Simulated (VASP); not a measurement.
Be: relaxation of cell and atoms with PBE

Be:

```
CELL_PARAMETERS angstrom
-0.00697 0.03050 2.65011
3.99858 0.05973 -0.01058
0.05973 4.01957 0.04631
ATOMIC_POSITIONS crystal
Be 0.50984 0.00650 0.00683
Be 0.49560 0.99378 0.50182
Be 0.52244 0.48634 0.00148
Be 0.47212 0.51338 0.48987
```

| Item | Value |
| --- | --- |
| Program | VASP 6.6.1 |
| Task | relaxation of cell and atoms |
| Functional | PBE |
| Potentials or basis | VASP PAW PBE potentials, release 64 (Be) |
| Cutoff | 600 eV |
| k mesh | 8 × 6 × 6 |
| Occupations | gaussian, width 0.2 eV |
| Spin | no spin polarisation |
| Dipole correction | no |
| Further INCAR settings | ALGO = Normal; EDIFF = 1e-07; IBRION = 2; EDIFFG = -0.025; NSW = 80; ISIF = 3 |

```json
{
 "Relaxed volume": "7.91 Å³/atom",
 "Relaxed cell": "a = 2.253 Å, b = 3.939 Å, c = 4.230 Å, α = 62.27°, β = 74.44°, γ = 90.02°",
 "Space group after relaxing (to 0.05 Å)": "P6_3/mmc (No. 194)",
 "Energy gained by relaxing": "951.6 meV/atom",
 "Ionic steps": "44",
 "Pressure after relaxing": "0.0 GPa",
 "Largest force after relaxing": "0.012 eV/Å",
 "Band gap on the k mesh": "zero (band 4 reaches 7.61 eV, above the bottom of band 5 at 6.32 eV)"
}
```

Forces on the atoms (eV/Å):
```
Be   0.006  0.008  0.008
Be   0.000  0.002 -0.004
Be  -0.002 -0.006  0.004
Be  -0.004 -0.004 -0.008
```

Stress tensor (GPa, compression positive):
```
-0.05  0.02  0.00
 0.02 -0.01  0.05
 0.00  0.05  0.01
```

The path:
```csv
step,energy change (eV),largest force (eV/Å),pressure (GPa),volume (Å³)
1,0.0000,1.1077,2.05,42.58
3,-0.1146,0.3159,-0.64,43.36
5,-0.3251,0.9806,-0.62,42.71
7,-0.3181,3.6093,8.89,37.30
9,-0.7912,3.0337,2.51,39.48
11,-0.8072,2.8882,1.84,39.81
13,-0.8301,2.9150,1.72,39.73
15,-0.8583,2.9545,1.67,39.38
17,-0.8835,2.9121,1.47,39.47
19,-1.0713,2.5378,0.14,39.52
21,-1.5978,1.5540,-3.74,39.70
23,-1.8855,1.5041,-6.52,39.79
25,-2.3686,1.1453,-6.07,37.64
27,-1.4252,4.3541,31.25,28.33
29,-2.8699,1.3449,2.70,32.80
31,-3.2012,1.3904,4.45,31.25
33,-3.4437,0.5980,-1.34,32.24
35,-3.6786,0.8856,2.02,31.35
37,-3.7318,0.6116,0.93,31.57
39,-3.7933,0.1930,-0.95,31.89
41,-3.8045,0.0873,0.27,31.59
43,-3.8063,0.0287,0.03,31.64
44,-3.8064,0.0124,-0.02,31.65
```

Final structure:
```yaml
crystal:
  lattice:
    - [-0.06346, 0.35848, 2.22306]
    - [3.82121, 0.95421, -0.04618]
    - [1.01847, 4.07205, 0.52226]
  atoms:
    - { symbol: Be, position: [0.37449, 0.04072, 0.99985] }
    - { symbol: Be, position: [0.62534, 0.95919, 0.49990] }
    - { symbol: Be, position: [0.87467, 0.54083, 0.00016] }
    - { symbol: Be, position: [0.12551, 0.45927, 0.50008] }
```

Levels at points of the mesh, in eV from the Fermi level:
```
           k point  band 1  band 2  band 3  band 4  band 5  band 6  band 7  band 8
(0.00, 0.00, 0.00)  -11.31   -4.41   -3.65   -3.65    1.13    1.53    1.53   12.28
(0.50, 0.00, 0.00)   -5.32   -5.32   -1.48   -1.47    2.37    2.38    4.27    4.27
(0.00, 0.50, 0.00)   -8.99   -8.99   -4.68   -4.67    4.76    4.77    8.64    8.64
(0.50, 0.50, 0.00)   -4.94   -3.56   -3.53   -3.05    1.62    1.67    3.71    6.56
(0.00, 0.00, 0.50)   -9.15   -9.15   -5.01   -3.20    3.59    6.42    6.75    9.69
(0.50, 0.00, 0.50)   -5.34   -5.34   -1.44   -1.44    2.39    2.39    4.29    4.30
(0.00, 0.50, 0.50)   -8.99   -8.98   -4.68   -4.68    4.77    4.77    8.64    8.64
(0.50, 0.50, 0.50)   -4.95   -3.57   -3.54   -3.03    1.62    1.67    3.70    6.58
```

It took 22 min on 1 thread of Oxide Virtual Turin-like Processor, with other jobs on the host, peak memory 0.17 GiB.

Caveat: the volume moved by over 15 % at a fixed basis, so the end points are rough.
